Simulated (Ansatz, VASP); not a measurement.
Two plane-wave programs on Si

Contents of INCAR:

```
PREC     = Accurate       # precision mode
ENCUT    = 600            # plane-wave cutoff, eV
EDIFF    = 1E-6           # SCF threshold, eV
ISMEAR   = 0              # smearing method
SIGMA    = 0.1            # smearing width, eV
LREAL    = F              # projectors in reciprocal space
LASPH    = T              # aspherical terms in the spheres
NELM     = 60             # most SCF steps
ALGO     = Normal         # electronic algorithm
ISIF     = 3              # what is computed and relaxed
LWAVE    = F              # write WAVECAR
LCHARG   = F              # write CHGCAR
GGA      = PE             # functional
IBRION   = 2              # ionic algorithm
NSW      = 100            # ionic steps
EDIFFG   = -0.01          # ionic threshold
```

Contents of KPOINTS:

```
regular mesh
0
Gamma
  12 12 4
```

The input POSCAR:

```
Si
1.0
    3.6866292019      0.0000000000      0.0000000000
   -1.8433146010      3.1927145432      0.0000000000
    0.0000000000      0.0000000000      9.6706652614
Si
6
Direct
    0.0000000000      0.0000000000      0.5000000000
    0.0000000000      0.0000000000      0.0000000000
    0.6666666667      0.3333333333      0.3702950994
    0.3333333333      0.6666666667      0.6297049006
    0.3333333333      0.6666666667      0.8702950994
    0.6666666667      0.3333333333      0.1297049006
```

Input for Ansatz:

```yaml
crystal:
  lattice:
    - [3.6866292019, 0.0, 0.0]
    - [-1.843314601, 3.1927145432, 0.0]
    - [0.0, 0.0, 9.6706652614]
  atoms:
    - { symbol: Si, position: [0.0, 0.0, 0.5] }
    - { symbol: Si, position: [0.0, 0.0, 0.0] }
    - { symbol: Si, position: [0.6666666667, 0.3333333333, 0.3702950994] }
    - { symbol: Si, position: [0.3333333333, 0.6666666667, 0.6297049006] }
    - { symbol: Si, position: [0.3333333333, 0.6666666667, 0.8702950994] }
    - { symbol: Si, position: [0.6666666667, 0.3333333333, 0.1297049006] }
basis:
  ecutwfc: 420
kpoints:
  mp_grid: { grid: [12, 12, 4] }
hamiltonian:
  xc: pbe
scf:
  occupations: { method: gaussian, width: 0.1 }
output:
  forces: true
  stress: true
  eigenvalues: true
  write_density: true
  write_potential: true
  elf: true
  volumetric_format: npy
relax:
  adjacent_minimum: "off"
  f_tol: 0.01
  max_steps: 80
  cell: { stress_tol: 0.05 }
```

Alike in both runs: task relaxation of cell and atoms; functional PBE; k mesh 12 × 12 × 4; occupations gaussian, width 0.1 eV; no spin polarisation.

```csv
,VASP,Ansatz
version,VASP 6.6.1,Ansatz 0.2.0
potentials or method,"VASP PAW PBE potentials, release 64 (Si), cutoff 600 eV","scalar-relativistic, plane waves, PAW"
valence electrons in the cell,24,24
```

Ansatz gave:

```
gap on the k mesh at the Fermi level, each at its own relaxed structure (eV) : none
relaxed volume (Å³/atom)                                                     : 18.71
relaxed length of the cell vector where the two differ most in proportion (Å)              : 9.922
```

Question: Which values does VASP return?

Answer: gap on the k mesh at the Fermi level, each at its own relaxed structure (eV): none; relaxed volume (Å³/atom): 18.71; relaxed length of the cell vector where the two differ most in proportion (Å): 9.920.

A gap of «none» marks a metal or a gap that the smearing closes.
